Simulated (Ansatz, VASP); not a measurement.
## AlN in VASP and in Ansatz

```
CELL_PARAMETERS angstrom
0.00000 2.14158 2.27135
2.14158 0.00000 2.27135
2.14158 2.14158 0.00000
ATOMIC_POSITIONS crystal
Al 0.00000 0.00000 0.00000
N 0.25000 0.25000 0.25000
```

Change from the starting cell: strain_z_fixed_volume = 0.04.

Alike in both runs: functional PBE; k mesh 10 × 10 × 10; occupations fermi-dirac, width 0.05 eV; no spin polarisation.

|  | VASP | Ansatz |
| --- | --- | --- |
| version | VASP 6.6.1 | Ansatz 0.2.0 |
| potentials or method | VASP PAW PBE potentials, release 64 (Al, N), cutoff 600 eV | all-electron LAPW, scalar-relativistic |
| task | single point | band structure |

```tsv
	VASP	Ansatz	Ansatz less VASP
gap on the k mesh at the Fermi level (eV)	3.13	3.13	0.000
least direct gap on the mesh (eV)	4.08	4.08	-0.004
pressure (GPa)	4.2	4.5	+0.30
traceless stress, the component that is largest in VASP (GPa)	-6.21	-6.19	+0.023
```

Ansatz ran all-electron here, and VASP with PAW potentials.
